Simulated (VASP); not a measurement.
# La (P6_3/mmc) in VASP: single point with PBEsol

Aim: the single point of La with PBEsol.

All numbers are computed with VASP 6.6.1; they aren't measurements. Logs are shortened: lines on timing, memory, paths and dates and some standing lists are left out, and cuts for length are marked.

**1. The cell of the first run**

The structure is hexagonal, space group P6_3/mmc (No. 194). The conventional cell has a = 3.659 Å, b = 3.659 Å, c = 11.719 Å, α = 90.00°, β = 90.00°, γ = 120.00°. Within 4.7 Å of La (site symmetry -3m) lie 12 La at 3.61 to 3.66 Å. Within 4.7 Å of La (site symmetry -6m2) lie 12 La at 3.61 to 3.66 Å.

**2. Single point, PBEsol**

File INCAR:

```
SYSTEM = La
PREC = Accurate ; ENCUT = 520
EDIFF = 1E-6 ; ISMEAR = 0
SIGMA = 0.05 ; LREAL = .FALSE.
LASPH = .TRUE. ; NELM = 100
ALGO = Normal ; ISIF = 2
LWAVE = .FALSE. ; LCHARG = .FALSE.
GGA = PS ; NBANDS = 30
```

File KPOINTS:

```
regular mesh
0
G
  14 14 4
  0 0 0
```

File POSCAR:

```
La
1.0
    3.6588138804      0.0000000000      0.0000000000
   -1.8294069402      3.1686257681      0.0000000000
    0.0000000000      0.0000000000     11.7192050289
La
4
Direct
    0.0000000000      0.0000000000      0.0000000000
    0.0000000000      0.0000000000      0.5000000000
    0.3333333333      0.6666666667      0.2500000000
    0.6666666667      0.3333333333      0.7500000000
```

Potentials or basis: VASP PAW PBE potentials, release 64 (La).

Launch:

```sh
> cat potpaw_PBE.64/La/POTCAR > POTCAR
> mpirun -np 1 vasp_std > vasp.out
```

OUTCAR:

```text
SYSTEM = La
   PREC = Accurate
   ENCUT = 520
   EDIFF = 1E-6
   ISMEAR = 0
   LREAL = .FALSE.
   LASPH = .TRUE.
   NELM = 100
   ISIF = 2
   GGA = PS

 ion  position               nearest neighbor table
   1  0.000  0.000  0.000-   3 3.61   4 3.61   3 3.61   4 3.61   4 3.61   3 3.61
   2  0.000  0.000  0.500-   3 3.61   4 3.61   3 3.61   4 3.61   4 3.61   3 3.61
   3  0.333  0.667  0.250-   1 3.61   2 3.61   1 3.61   2 3.61   1 3.61   2 3.61
   4  0.667  0.333  0.750-   1 3.61   2 3.61   1 3.61   2 3.61   1 3.61   2 3.61

  LATTYP: Found a hexagonal cell.
 ALAT       =     3.6588138804
 C/A-ratio  =     3.2030066060

  Lattice vectors:

 A1 = (   3.6588138804,   0.0000000000,   0.0000000000)
 A2 = (  -1.8294069402,   3.1686257681,   0.0000000000)
 A3 = (   0.0000000000,   0.0000000000,  11.7192050289)

Analysis of symmetry for initial positions (statically):
=====================================================================
 Subroutine PRICEL returns:
 Original cell was already a primitive cell.

 Routine SETGRP: Setting up the symmetry group for a
 hexagonal supercell.

 Subroutine GETGRP returns: Found 24 space group operations
 (whereof 12 operations were pure point group operations)
 out of a pool of 24 trial point group operations.

The static configuration has the point symmetry D_3d.
 The point group associated with its full space group is D_6h.

Analysis of symmetry for dynamics (positions and initial velocities):
=====================================================================
 Subroutine PRICEL returns:
 Original cell was already a primitive cell.

 Routine SETGRP: Setting up the symmetry group for a
 hexagonal supercell.

 Subroutine GETGRP returns: Found 24 space group operations
 (whereof 12 operations were pure point group operations)
 out of a pool of 24 trial point group operations.

The dynamic configuration has the point symmetry D_3d.
 The point group associated with its full space group is D_6h.

 Subroutine INISYM returns: Found 24 space group operations
 (whereof 12 operations are pure point group operations),
 and found     1 'primitive' translations

----------------------------------------------------------------------------------------

                                     Primitive cell

  volume of cell :     135.8656

  direct lattice vectors                    reciprocal lattice vectors
     3.658813880  0.000000000  0.000000000     0.273312618  0.157797114  0.000000000
    -1.829406940  3.168625768  0.000000000     0.000000000  0.315594227  0.000000000
     0.000000000  0.000000000 11.719205029     0.000000000  0.000000000  0.085330020

  length of vectors
     3.658813880  3.658813880 11.719205029     0.315594227  0.315594227  0.085330020

  position of ions in fractional coordinates (direct lattice)
     0.000000000  0.000000000  0.000000000
     0.000000000  0.000000000  0.500000000
     0.333333333  0.666666667  0.250000000
     0.666666667  0.333333333  0.750000000

  ion indices of the primitive-cell ions
   primitive index   ion index
                 1           1
                 2           2
                 3           3
                 4           4

----------------------------------------------------------------------------------------

 KPOINTS: regular mesh

Automatic generation of k-mesh.
 Grid dimensions read from file:
 generate k-points for:   14   14    4

 Generating k-lattice:

  Cartesian coordinates                     Fractional coordinates (reciprocal lattice)
     0.019522330  0.011271222  0.000000000     0.071428571  0.000000000  0.000000000
     0.000000000  0.022542445  0.000000000     0.000000000  0.071428571  0.000000000
     0.000000000  0.000000000  0.021332505     0.000000000  0.000000000  0.250000000

  Length of vectors
     0.022542445  0.022542445  0.021332505

  Shift w.r.t. Gamma in fractional coordinates (k-lattice)
     0.000000000  0.000000000  0.000000000

 Subroutine IBZKPT returns following result:
 ===========================================

 Found     72 irreducible k-points:

 Following reciprocal coordinates:
            Coordinates               Weight
  0.000000  0.000000  0.000000      1.000000
  0.071429  0.000000  0.000000      6.000000
  0.142857 -0.000000  0.000000      6.000000
  0.214286  0.000000  0.000000      6.000000
  0.285714  0.000000  0.000000      6.000000
  0.357143 -0.000000  0.000000      6.000000
[... 16 lines left out ...]
  0.285714  0.285714  0.000000      6.000000
  0.357143  0.285714  0.000000      6.000000
 [... further k-points ...]
   k-points           NKPTS =     72   k-points in BZ     NKDIM =     72   number of bands    NBANDS=     30
   number of dos      NEDOS =    301   number of ions     NIONS =      4
   total plane-waves  NPLWV =  70560
   dimension x,y,z NGX =    28 NGY =   28 NGZ =   90
   dimension x,y,z NGXF=    56 NGYF=   56 NGZF=  180
   ions per type =               4
   NGX,Y,Z   is equivalent  to a cutoff of  12.72, 12.72, 12.77 a.u.
   NGXF,Y,Z  is equivalent  to a cutoff of  25.44, 25.44, 25.53 a.u.
 SYSTEM =  La
   PREC   = accura    normal or accurate (medium, high low for compatibility)
   ISTART =      0    job   : 0-new  1-cont  2-samecut
   ICHARG =      2    charge: 1-file 2-atom 10-const
   ISPIN  =      1    spin polarized calculation?
   LNONCOLLINEAR =      F non collinear calculations
   LSORBIT =      F    spin-orbit coupling
   LASPH  =      T    aspherical Exc in radial PAW
   ENCUT  =  520.0 eV  38.22 Ry    6.18 a.u.   6.80  6.80 21.79*2*pi/ulx,y,z
   NELM   =    100;   NELMIN=  2; NELMDL= -5     # of ELM steps
   EDIFF  = 0.1E-05   stopping-criterion for ELM
   LREAL  =      F    real-space projection
   EDIFFG = 0.1E-04   stopping-criterion for IOM
   NSW    =      0    number of steps for IOM
   IBRION =     -1    ionic relax: 0-MD 1-quasi-New 2-CG
   NFREE  =      0    steps in history (QN), initial steepest desc. (CG)
   ISIF   =      2    stress and relaxation
   ISYM   =      2    0-nonsym 1-usesym 2-fastsym
   POTIM  = 0.5000    time-step for ionic-motion
   TEBEG  =    0.0;   TEEND  =   0.0 temperature during run
   PSTRESS=    0.0 pullay stress
   NELECT =      44.0000    total number of electrons
   NUPDOWN=      -1.0000    fix difference up-down
   EMIN   =  10.00;   EMAX   =-10.00  energy-range for DOS
   EFERMI =   0.00;   METHOD = LEGACY
   ISMEAR =     0;   SIGMA  =   0.05  broadening in eV -4-tet -1-fermi 0-gaus
   EFERMI_NEDOS =   21; number of points for ismear=-14 and -15
   IALGO  =     38    algorithm
   IMIX   =      4    mixing-type and parameters
     AMIX     =   0.40;   BMIX     =  1.00
     AMIX_MAG =   1.60;   BMIX_MAG =  1.00
  volume/ion in A,a.u.               =      33.97       229.22
  Fermi-wavevector in a.u.,A,eV,Ry     =   1.124232  2.124490 17.196369  1.263897
  Thomas-Fermi vector in A             =   2.260903
   LORBIT       =      0    0 simple, 1 ext, 2 COOP (PROOUT), +10 PAW based schemes
   GGA     = PS    functional components
   LHFCALC =     F    Hartree Fock is set to
   AEXX    =    0.0000 exact exchange contribution
   IVDW    =     0    specifies the selected vdW correction
   LEPSILON=     F    determine dielectric tensor
   LRPA    =     F    only Hartree local field effects (RPA)
 non-spin polarized calculation
 Gauss-broadening in eV      SIGMA  =   0.05
  energy-cutoff  :      520.00
  volume of cell :      135.87
 maximum number of plane-waves:      3680
 NGX is ok and might be reduce to    28
   NGX = 13   NGY = 13   NGZ = 43

 number of electron      44.0000001 magnetization

 Free energy of the ion-electron system (eV)
  ---------------------------------------------------
  ext. energy  EPLUGINS =         0.00000000
  ---------------------------------------------------
  free energy    TOTEN  =       -21.38411253 eV

  energy without entropy =      -21.37619740  energy(sigma->0) =      -21.38015496

 E-fermi :   8.6469     XC(G=0): -10.0551

 val. band max:        8.6313605010   @ k =   0.1429   0.0714   0.2500
 cond. band min:       8.6472744366   @ k =   0.2143   0.0000   0.2500
 fundamental gap:      0.0159139356
 Fermi energy:         8.6468685809

 k-point     1 :       0.0000    0.0000    0.0000
  band No.  band energies     occupation
      1     -24.1308      2.00000
      2     -23.9853      2.00000
      3     -23.9835      2.00000
      4     -23.8309      2.00000
      5      -8.6958      2.00000
      6      -7.8345      2.00000
[... 22 lines left out ...]
     29      10.1212      0.00000
     30      10.1818      0.00000

 k-point     2 :       0.0714    0.0000    0.0000
  band No.  band energies     occupation
      1     -24.1194      2.00000
      2     -23.9769      2.00000
      3     -23.9750      2.00000
      4     -23.8257      2.00000
      5      -8.6686      2.00000
      6      -7.8436      2.00000
[... 22 lines left out ...]
     29      10.2749      0.00000
     30      10.3385      0.00000

 k-point     3 :       0.1429   -0.0000    0.0000
  band No.  band energies     occupation
      1     -24.0868      2.00000
      2     -23.9531      2.00000
      3     -23.9511      2.00000
      4     -23.8116      2.00000
      5      -8.5896      2.00000
      6      -7.8850      2.00000
[... 22 lines left out ...]
     29      10.2364      0.00000
     30      10.3586      0.00000

 k-point     4 :       0.2143    0.0000    0.0000
  band No.  band energies     occupation
      1     -24.0377      2.00000
      2     -23.9183      2.00000
      3     -23.9163      2.00000
      4     -23.7926      2.00000
      5      -8.4675      2.00000
      6      -8.0041      2.00000
[... 616 lines left out ...]
     29      10.3351      0.00000
     30      10.4387      0.00000

 k-point    23 :       0.2857    0.2857    0.0000
  band No.  band energies     occupation
      1     -23.8218      2.00000
      2     -23.7946      2.00000
      3     -23.7922      2.00000
      4     -23.7654      2.00000
      5      -8.3763      2.00000
      6      -8.3258      2.00000
[... 22 lines left out ...]
     29      10.1318      0.00000
     30      10.3778      0.00000

 k-point    24 :       0.3571    0.2857    0.0000
  band No.  band energies     occupation
      1     -23.8005      2.00000
      2     -23.7891      2.00000
      3     -23.7866      2.00000
      4     -23.7756      2.00000
      5      -8.3573      2.00000
      6      -8.2805      2.00000
[... 22 lines left out ...]
     29      10.3563      0.00000
     30      10.3860      0.00000

 [... further k-points ...]

------------------------ aborting loop because EDIFF is reached ----------------------------------------

  FORCE on cell =-STRESS in cart. coord.  units (eV):
  Direction    XX          YY          ZZ          XY          YZ          ZX
  --------------------------------------------------------------------------------------
  -------------------------------------------------------------------------------------
  Total        0.0839270      0.0839270      0.0766784      0.0000000     -0.0000000      0.0000000
  in kB        0.9896982      0.9896982      0.9042197      0.0000000     -0.0000000      0.0000000
  external PRESSURE =       0.9612053 kB  Pullay stress =       0.0000000 kB

 VOLUME and BASIS-vectors are now :
 -----------------------------------------------------------------------------
  energy-cutoff  :      520.00
  volume of cell :      135.87
      direct lattice vectors                 reciprocal lattice vectors
     3.658813880  0.000000000  0.000000000     0.273312618  0.157797114  0.000000000
    -1.829406940  3.168625768  0.000000000     0.000000000  0.315594227  0.000000000
     0.000000000  0.000000000 11.719205029     0.000000000  0.000000000  0.085330020

 POSITION                                       TOTAL-FORCE (eV/Angst)
 -----------------------------------------------------------------------------------
      0.00000      0.00000      0.00000        -0.000000      0.000000     -0.000000
      0.00000      0.00000      5.85960        -0.000000      0.000000     -0.000000
     -0.00000      2.11242      2.92980         0.000000      0.000000     -0.000000
      1.82941      1.05621      8.78940        -0.000000     -0.000000      0.000000
 -----------------------------------------------------------------------------------
    total drift:                                0.000000     -0.000000      0.000000

  FREE ENERGIE OF THE ION-ELECTRON SYSTEM (eV)
  ---------------------------------------------------
  free  energy   TOTEN  =       -21.3841125305 eV

  energy  without entropy=      -21.3761973960  energy(sigma->0) =      -21.38015496
```

Wall time 9.3 min (1 thread of Intel Xeon Platinum 8259CL at 2.50GHz (Skylake/Cascade Lake), shared host); peak memory 0.41 GiB.

What came out:

- Free energy: -21.3841 eV
- Pressure: 0.1 GPa
- Band gap on the k mesh: zero (bands 22 and 23 overlap by 1.29 eV)

Caveat: the PAW data sets were made with another functional, which shifts forces and pressure a little; spin-orbit coupling is left out, which moves the levels of the heavy elements.
